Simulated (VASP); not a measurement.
# Si2W in VASP: a series of runs, part 2 of 3

VASP 6.6.1. The steps go on from the part before.

## (3) Single point, r2SCAN, collinear spin, zero start

This run uses another cell than the first one, of 13.41 Å³/atom.

POSCAR

```
Si2W
1.0
    0.0000000000     -3.2112931011      0.0000000000
   -3.2112931011      0.0000000000      0.0000000000
    0.0000000000      0.0000000000     -7.8046161976
Si W
4 2
Direct
    0.0000000000      0.0000000000      0.6651751051
    0.5000000000      0.5000000000      0.1651751051
    0.0000000000      0.0000000000      0.3348248949
    0.5000000000      0.5000000000      0.8348248949
    0.5000000000      0.5000000000      0.5000000000
    1.0000000000      1.0000000000      0.0000000000
```

INCAR.step1

```
PREC     = Accurate       # precision mode
ENCUT    = 520            # plane-wave cutoff, eV
ISMEAR   = 0              # smearing method
SIGMA    = 0.15           # smearing width, eV
LREAL    = False          # projectors in reciprocal space
LASPH    = True           # aspherical terms in the spheres
NELM     = 150            # most SCF steps
ISPIN    = 2              # spin polarisation
MAGMOM   = 0 0 0 0 0 0    # initial moments
LMAXMIX  = 4              # l up to which the mixer works
NBANDS   = 35             # bands
GGA      = PE             # functional
ALGO     = Normal         # electronic algorithm
EDIFF    = 1E-4           # SCF threshold, eV
LWAVE    = True           # write WAVECAR
LCHARG   = False          # write CHGCAR
```

INCAR.step2

```
PREC     = Accurate       # precision mode
ENCUT    = 520            # plane-wave cutoff, eV
EDIFF    = 1E-6           # SCF threshold, eV
ISMEAR   = 0              # smearing method
SIGMA    = 0.15           # smearing width, eV
LREAL    = False          # projectors in reciprocal space
LASPH    = True           # aspherical terms in the spheres
NELM     = 150            # most SCF steps
ALGO     = Normal         # electronic algorithm
ISIF     = 2              # what is computed and relaxed
LWAVE    = False          # write WAVECAR
LCHARG   = False          # write CHGCAR
ISPIN    = 2              # spin polarisation
MAGMOM   = 0 0 0 0 0 0    # initial moments
LORBIT   = 11             # projections on sites
LMAXMIX  = 4              # l up to which the mixer works
METAGGA  = R2SCAN         # meta-GGA
LMIXTAU  = True         
NBANDS   = 35             # bands
ISTART   = 1
```

KPOINTS

```
Automatic mesh
0
Gamma
  10 10 6
```

Potentials or basis: VASP PAW PBE potentials, release 64 (Si, W_sv).

Started as:

```console
cat potpaw_PBE.64/Si/POTCAR potpaw_PBE.64/W_sv/POTCAR > POTCAR
cp INCAR.step1 INCAR
mpirun -np 1 vasp_std > vasp.out
cp INCAR.step2 INCAR
mpirun -np 1 vasp_std > vasp.out
```

Wall time 7.3 min (1 thread of Intel Xeon 6975P-C (Granite Rapids), shared host); peak memory 0.45 GiB.

Results (log left out):

```yaml
Free_energy: -139.6286 eV
Pressure: 0.3 GPa
Largest_force: 0.016 eV/Å
Band_gap_on_the_k_mesh: zero (filled and empty bands overlap)
Net_moment: 0.00 μB per cell
Valence_electrons_inside_the_program's_atomic_spheres: Si 1.63; W 12.22
```

Forces in eV/Å, atoms in the order of the input:
```
Si   0.000  0.000  0.016
Si   0.000  0.000  0.016
Si   0.000  0.000 -0.016
Si   0.000  0.000 -0.016
W    0.000  0.000  0.000
W    0.000  0.000  0.000
```

Stress tensor (GPa, compression positive):
```
 0.48  0.00  0.00
 0.00  0.48  0.00
 0.00  0.00 -0.03
```

Levels at points of the mesh, in eV from the Fermi level:
Spin up:
```csv
k point,band 19,band 20,band 21,band 22,band 23,band 24,band 25,band 26
"(0.00, 0.00, 0.00)",-0.96,-0.96,-0.52,-0.52,0.61,0.80,3.04,3.17
"(0.50, 0.00, 0.00)",-2.80,-2.80,-0.76,-0.76,2.34,2.34,3.27,3.27
"(0.50, 0.50, 0.00)",-3.45,-3.45,-1.99,-1.99,3.08,3.08,3.31,3.31
"(0.00, 0.00, 0.50)",-2.45,-2.45,0.70,0.70,1.62,1.62,1.62,1.62
"(0.50, 0.00, 0.50)",-2.87,-2.87,-0.49,-0.49,2.94,2.94,3.02,3.02
"(0.50, 0.50, 0.50)",-2.64,-2.64,-2.64,-2.64,0.30,0.30,3.31,3.31
```
Spin down:
```tsv
k point	band 19	band 20	band 21	band 22	band 23	band 24	band 25	band 26
(0.00, 0.00, 0.00)	-0.96	-0.96	-0.52	-0.52	0.61	0.80	3.04	3.17
(0.50, 0.00, 0.00)	-2.80	-2.80	-0.76	-0.76	2.34	2.34	3.27	3.27
(0.50, 0.50, 0.00)	-3.45	-3.45	-1.99	-1.99	3.08	3.08	3.31	3.31
(0.00, 0.00, 0.50)	-2.45	-2.45	0.70	0.70	1.62	1.62	1.62	1.62
(0.50, 0.00, 0.50)	-2.87	-2.87	-0.49	-0.49	2.94	2.94	3.02	3.02
(0.50, 0.50, 0.50)	-2.64	-2.64	-2.64	-2.64	0.30	0.30	3.31	3.31
```

Caveat: the PAW data sets were made with another functional, which shifts forces and pressure a little; spin-orbit coupling is left out, which moves the levels of the heavy elements.

## (4) Single point, r2SCAN

This run uses another cell than the first one: it holds 3 atoms, not 6.

POSCAR

```
Si2W
1.0
   -1.6056465504      1.6056465504      3.9023080979
    1.6056465504     -1.6056465504      3.9023080979
    1.6056465504      1.6056465504     -3.9023080979
Si W
2 1
Direct
    0.3348248949      0.3348248949      0.0000000000
    0.6651751051      0.6651751051      0.0000000000
    0.0000000000      0.0000000000      0.0000000000
```

INCAR.step1

```
SYSTEM = Si2W
ALGO = Normal ; EDIFF = 1E-5
ENCUT = 550 ; GGA = PE
GGA_COMPAT = .False. ; ISMEAR = 0
LASPH = .True. ; LCHARG = .False.
LREAL = .False. ; LWAVE = .True.
NBANDS = 18 ; NELM = 120
PREC = Accurate ; SIGMA = 0.15
```

INCAR.step2

```
SYSTEM = Si2W
ALGO = Normal ; EDIFF = 1E-6
ENCUT = 550 ; GGA_COMPAT = .False.
ISIF = 2 ; ISMEAR = 0
ISTART = 1 ; LASPH = .True.
LCHARG = .False. ; LMIXTAU = .True.
LREAL = .False. ; LWAVE = .False.
METAGGA = R2SCAN ; NBANDS = 18
NELM = 120 ; PREC = Accurate
SIGMA = 0.15
```

KPOINTS

```
k-points
0
Gamma
  20 20 20
  0 0 0
```

Started as:

```console
cat potpaw_PBE.64/Si/POTCAR potpaw_PBE.64/W_sv/POTCAR > POTCAR
cp INCAR.step1 INCAR
mpirun -np 1 vasp_std > vasp.out
cp INCAR.step2 INCAR
mpirun -np 1 vasp_std > vasp.out
```

Wall time 50 min (1 thread of Intel Xeon 8259CL, shared host); peak memory 0.6 GiB.

It converged, with:

```yaml
Free_energy: -69.8167 eV
Pressure: 0.3 GPa
Largest_force: 0.004 eV/Å
Band_gap_on_the_k_mesh: zero (bands 11 and 12 overlap by 1.32 eV)
```

Forces on the atoms (eV/Å):
```
Si   0.000  0.000 -0.004
Si   0.000  0.000  0.004
W    0.000  0.000  0.000
```

Stress tensor (GPa, compression positive):
```
0.37 0.00 0.00
0.00 0.37 0.00
0.00 0.00 0.06
```

Levels at points of the mesh, in eV from the Fermi level:
```csv
k point,band 8,band 9,band 10,band 11,band 12,band 13,band 14,band 15
"(0.00, 0.00, 0.00)",-3.40,-3.05,-3.05,0.60,3.04,3.17,3.20,3.20
"(0.50, 0.00, 0.00)",-5.21,-3.01,-2.87,-0.49,2.94,3.01,4.21,4.84
"(0.50, 0.50, 0.00)",-5.68,-5.33,-3.46,-1.99,3.07,3.30,3.43,4.20
"(0.50, 0.50, 0.50)",-2.68,-0.96,-0.96,-0.53,-0.53,0.79,4.93,5.59
```

Caveat: the PAW data sets were made with another functional, which shifts forces and pressure a little; spin-orbit coupling is left out, which moves the levels of the heavy elements.

## (5) Single point, r2SCAN (uniaxial strain along c: -1.5 %, then relaxed in part)

POSCAR

```
Si2W
1.0
    3.2198404142      0.0000000000      0.0000000000
    0.0000000000      3.2198404142      0.0000000000
    0.0000000000      0.0000000000      7.6875469528
Si W
4 2
Direct
    0.0000000000      0.0000000000      0.3346704830
    0.5000000000      0.5000000000      0.1653295170
    0.5000000000      0.5000000000      0.8346704830
    0.0000000000      0.0000000000      0.6653295170
    0.0000000000      0.0000000000      0.0000000000
    0.5000000000      0.5000000000      0.5000000000
```

INCAR.step1

```
SYSTEM = Si2W
  PREC = Accurate
  ENCUT = 520
  ISMEAR = 0
  SIGMA = 0.1
  LREAL = .FALSE.
  LASPH = .TRUE.
  NELM = 60
  NBANDS = 31
  GGA = PE
  ALGO = Normal
  EDIFF = 1E-4
  LWAVE = .TRUE.
  LCHARG = .FALSE.
```

INCAR.step2

```
SYSTEM = Si2W
  PREC = Accurate
  ENCUT = 520
  EDIFF = 1E-7
  ISMEAR = 0
  SIGMA = 0.1
  LREAL = .FALSE.
  LASPH = .TRUE.
  NELM = 60
  ALGO = Normal
  ISIF = 2
  LWAVE = .FALSE.
  LCHARG = .FALSE.
  METAGGA = R2SCAN
  LMIXTAU = .TRUE.
  NBANDS = 31
  ISTART = 1
```

KPOINTS

```
regular mesh
0
G
  12 12 6
  0 0 0
```

Potentials or basis: VASP PAW PBE potentials, release 64 (Si, W_sv).

Started as:

```console
cat potpaw_PBE.64/Si/POTCAR potpaw_PBE.64/W_sv/POTCAR > POTCAR
cp INCAR.step1 INCAR
mpirun -np 1 vasp_std > vasp.out
cp INCAR.step2 INCAR
mpirun -np 1 vasp_std > vasp.out
```

OUTCAR:

```text
SYSTEM = Si2W
   PREC = Accurate
   ENCUT = 520
   EDIFF = 1E-7
   ISMEAR = 0
   LREAL = .FALSE.
   LASPH = .TRUE.
   NELM = 60
   ISIF = 2
   METAGGA = R2SCAN
   ISTART = 1

 ion  position               nearest neighbor table
   1  0.000  0.000  0.335-   4 2.54   5 2.57   6 2.61   6 2.61   6 2.61   6 2.61   2 2.62   2 2.62
                             2 2.62   2 2.62
   2  0.500  0.500  0.165-   3 2.54   6 2.57   5 2.61   5 2.61   5 2.61   5 2.61   1 2.62   1 2.62
                             1 2.62   1 2.62
   3  0.500  0.500  0.835-   2 2.54   6 2.57   5 2.61   5 2.61   5 2.61   5 2.61   4 2.62   4 2.62
                             4 2.62   4 2.62
   4  0.000  0.000  0.665-   1 2.54   5 2.57   6 2.61   6 2.61   6 2.61   6 2.61   3 2.62   3 2.62
                             3 2.62   3 2.62
   5  0.000  0.000  0.000-   1 2.57   4 2.57   3 2.61   2 2.61   2 2.61   3 2.61   2 2.61   3 2.61
                             2 2.61   3 2.61
   6  0.500  0.500  0.500-   2 2.57   3 2.57   1 2.61   4 2.61   1 2.61   4 2.61   1 2.61   4 2.61
                             1 2.61   4 2.61

  LATTYP: Found a simple tetragonal cell.
 ALAT       =     3.2198404142
 C/A-ratio  =     2.3875552710

  Lattice vectors:

 A1 = (   3.2198404142,   0.0000000000,   0.0000000000)
 A2 = (   0.0000000000,   3.2198404142,   0.0000000000)
 A3 = (   0.0000000000,   0.0000000000,   7.6875469528)

Analysis of symmetry for initial positions (statically):
=====================================================================
 Subroutine PRICEL returns following result:

  LATTYP: Found a body centered tetragonal cell.
 ALAT       =     3.2198404142
 C/A-ratio  =     2.3875552710

  Lattice vectors:

 A1 = (   1.6099202071,  -1.6099202071,  -3.8437734764)
 A2 = (  -1.6099202071,   1.6099202071,  -3.8437734764)
 A3 = (   1.6099202071,   1.6099202071,   3.8437734764)

   2 primitive cells build up your supercell.

 Routine SETGRP: Setting up the symmetry group for a
 simple tetragonal supercell.

 Subroutine GETGRP returns: Found 16 space group operations
 (whereof 16 operations were pure point group operations)
[... 153 lines left out ...]
   LORBIT       =      0    0 simple, 1 ext, 2 COOP (PROOUT), +10 PAW based schemes
   METAGGA = R2SCAN    functional components
   LHFCALC =     F    Hartree Fock is set to
   AEXX    =    0.0000 exact exchange contribution
   IVDW    =     0    specifies the selected vdW correction
   LEPSILON=     F    determine dielectric tensor
   LRPA    =     F    only Hartree local field effects (RPA)
 non-spin polarized calculation
 Gauss-broadening in eV      SIGMA  =   0.10
  energy-cutoff  :      520.00
  volume of cell :       79.70
 maximum number of plane-waves:      2174
 NGX is ok and might be reduce to    24

 number of electron      43.9999997 magnetization

 Free energy of the ion-electron system (eV)
  ---------------------------------------------------
  ext. energy  EPLUGINS =         0.00000000
  ---------------------------------------------------
  free energy    TOTEN  =      -139.59724833 eV

  energy without entropy =     -139.59379942  energy(sigma->0) =     -139.59552388

 E-fermi :  12.0938     XC(G=0): -13.5755

 val. band max:       12.0891940201   @ k =   0.0833   0.0000   0.1667
 cond. band min:      12.0940744286   @ k =   0.0833   0.0000   0.3333
 fundamental gap:      0.0048804085
 Fermi energy:        12.0938319989

 k-point     1 :       0.0000    0.0000    0.0000
  band No.  band energies     occupation
      1     -63.5936      2.00000
      2     -63.5934      2.00000
      3     -27.2516      2.00000
      4     -27.2274      2.00000
      5     -27.2169      2.00000
      6     -27.2169      2.00000
[... 805 lines left out ...]
     30      17.1230      0.00000
     31      17.6511      0.00000

 [... further k-points ...]

------------------------ aborting loop because EDIFF is reached ----------------------------------------

  FORCE on cell =-STRESS in cart. coord.  units (eV):
  Direction    XX          YY          ZZ          XY          YZ          ZX
  --------------------------------------------------------------------------------------
  -------------------------------------------------------------------------------------
  Total        0.1816508      0.1816508      4.3797475      0.0000000      0.0000000      0.0000000
  in kB        3.6516690      3.6516690     88.0446925      0.0000000      0.0000000      0.0000000
  external PRESSURE =      31.7826768 kB  Pullay stress =       0.0000000 kB

 VOLUME and BASIS-vectors are now :
 -----------------------------------------------------------------------------
  energy-cutoff  :      520.00
  volume of cell :       79.70
      direct lattice vectors                 reciprocal lattice vectors
     3.219840414  0.000000000  0.000000000     0.310574399  0.000000000  0.000000000
     0.000000000  3.219840414  0.000000000     0.000000000  0.310574399  0.000000000
     0.000000000  0.000000000  7.687546953     0.000000000  0.000000000  0.130080506

 POSITION                                       TOTAL-FORCE (eV/Angst)
 -----------------------------------------------------------------------------------
      0.00000      0.00000      2.57280         0.000000     -0.000000     -0.013917
      1.60992      1.60992      1.27098        -0.000000      0.000000      0.013917
      1.60992      1.60992      6.41657         0.000000     -0.000000     -0.013917
      0.00000      0.00000      5.11475        -0.000000      0.000000      0.013917
      0.00000      0.00000      0.00000        -0.000000      0.000000      0.000000
      1.60992      1.60992      3.84377        -0.000000     -0.000000      0.000000
 -----------------------------------------------------------------------------------
    total drift:                                0.000000      0.000000     -0.000000

  FREE ENERGIE OF THE ION-ELECTRON SYSTEM (eV)
  ---------------------------------------------------
  free  energy   TOTEN  =      -139.5972483341 eV

  energy  without entropy=     -139.5937994179  energy(sigma->0) =     -139.59552388
```

OUTCAR.step1:

```text
SYSTEM = Si2W
   PREC = Accurate
   ENCUT = 520
   ISMEAR = 0
   LREAL = .FALSE.
   LASPH = .TRUE.
   NELM = 60
[... 1075 lines left out ...]
      0.00000      0.00000      5.11475         0.000000      0.000000      0.090305
      0.00000      0.00000      0.00000         0.000000      0.000000      0.000000
      1.60992      1.60992      3.84377        -0.000000     -0.000000      0.000000
 -----------------------------------------------------------------------------------
    total drift:                                0.000000      0.000000     -0.000000

  FREE ENERGIE OF THE ION-ELECTRON SYSTEM (eV)
  ---------------------------------------------------
  free  energy   TOTEN  =       -49.5416412768 eV

  energy  without entropy=      -49.5380763093  energy(sigma->0) =      -49.53985879
```

OSZICAR.step1:

```text
N       E                     dE             d eps       ncg     rms          rms(c)
DAV:   1     0.365723215346E+03    0.36572E+03   -0.22103E+04  7152   0.145E+03
DAV:   2    -0.323642381134E+02   -0.39809E+03   -0.38426E+03  7498   0.406E+02
DAV:   3    -0.509372760158E+02   -0.18573E+02   -0.18036E+02  8948   0.794E+01
DAV:   4    -0.512525109877E+02   -0.31523E+00   -0.31430E+00  8361   0.989E+00
DAV:   5    -0.512569315703E+02   -0.44206E-02   -0.44195E-02  8650   0.130E+00    0.371E+01
DAV:   6    -0.497329987583E+02    0.15239E+01   -0.64789E+00  8373   0.152E+01    0.130E+01
DAV:   7    -0.495782552446E+02    0.15474E+00   -0.46044E-01  7971   0.332E+00    0.574E+00
DAV:   8    -0.495422942520E+02    0.35961E-01   -0.69031E-02  8506   0.173E+00    0.437E-01
DAV:   9    -0.495418589998E+02    0.43525E-03   -0.28280E-03  8658   0.307E-01    0.283E-01
DAV:  10    -0.495416843518E+02    0.17465E-03   -0.86707E-04  8399   0.214E-01    0.598E-02
DAV:  11    -0.495416412768E+02    0.43075E-04   -0.13928E-04  5061   0.835E-02
   1 F= -.49541641E+02 E0= -.49539859E+02  d E =-.356497E-02
```

Wall time 6.7 min (1 thread of Intel Xeon Platinum 8488C (Sapphire Rapids), shared host); peak memory 0.34 GiB.

Results:

* Free energy: -139.5972 eV
* Pressure: 3.2 GPa
* Largest force: 0.014 eV/Å
* Band gap on the k mesh: zero (bands 22 and 23 overlap by 1.22 eV)

Forces in eV/Å, atoms in the order of the input:
```
Si   0.000  0.000 -0.014
Si   0.000  0.000  0.014
Si   0.000  0.000 -0.014
Si   0.000  0.000  0.014
W    0.000  0.000  0.000
W    0.000  0.000  0.000
```

Levels at points of the mesh, in eV from the Fermi level:
```tsv
k point	band 19	band 20	band 21	band 22	band 23	band 24	band 25	band 26
(0.00, 0.00, 0.00)	-1.07	-1.07	-0.49	-0.49	0.52	0.74	3.02	3.11
(0.50, 0.00, 0.00)	-2.60	-2.60	-0.85	-0.85	2.38	2.38	3.25	3.25
(0.50, 0.50, 0.00)	-3.35	-3.35	-2.00	-2.00	3.26	3.26	3.32	3.32
(0.00, 0.00, 0.50)	-2.41	-2.41	0.63	0.63	1.61	1.61	1.61	1.61
(0.50, 0.00, 0.50)	-2.85	-2.85	-0.54	-0.54	2.86	2.86	2.96	2.96
(0.50, 0.50, 0.50)	-2.59	-2.59	-2.59	-2.59	0.46	0.46	3.26	3.26
```

Caveat: the cell differs from its parent crystal (uniaxial strain along c: -1.5 %, then relaxed in part); the stress differs along the axes, from 0 to 9 GPa; the PAW data sets were made with another functional, which shifts forces and pressure a little; spin-orbit coupling is left out, which moves the levels of the heavy elements.

[end of part 2 of 3]

The gap in the log of VASP goes by the Fermi energy; the results here count the filled bands.